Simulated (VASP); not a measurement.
Here is a VASP 6.6.1 calculation.

File INCAR:

```
SYSTEM = Zn
AGGAC = 1.0
AGGAX = 1.0
ALDAC = 0.0
ALDAX = 1.0
ALGO = Normal
EDIFF = 1E-7
ENCUT = 520
GGA = B5
ISIF = 2
ISMEAR = -1
LASPH = .True.
LCHARG = .False.
LREAL = .False.
LWAVE = .False.
NBANDS = 12
NELM = 100
PREC = Accurate
SIGMA = 0.1
```

The input KPOINTS:

```
k-points
0
Gamma
  15 15 15
  0 0 0
```

File POSCAR:

```
Zn
1.0
   -1.5639249535      1.5639249535      1.5639249535
    1.5639249535     -1.5639249535      1.5639249535
    1.5639249535      1.5639249535     -1.5639249535
Zn
1
Direct
    0.0000000000      0.0000000000      0.0000000000
```

Potentials or basis: VASP PAW PBE potentials, release 64 (Zn).

Command:

```console
$ cat potpaw_PBE.64/Zn/POTCAR > POTCAR
$ mpirun -np 1 vasp_std > vasp.out
```

(1) What does it give for the band gap on the k mesh?

(2) Estimate the pressure.

Answers

(1) zero (band 6 reaches 7.00 eV, above the bottom of band 7 at 2.60 eV).

(2) 6.9 GPa.

Caveat: the PAW data sets were made with another functional, which shifts forces and pressure a little.
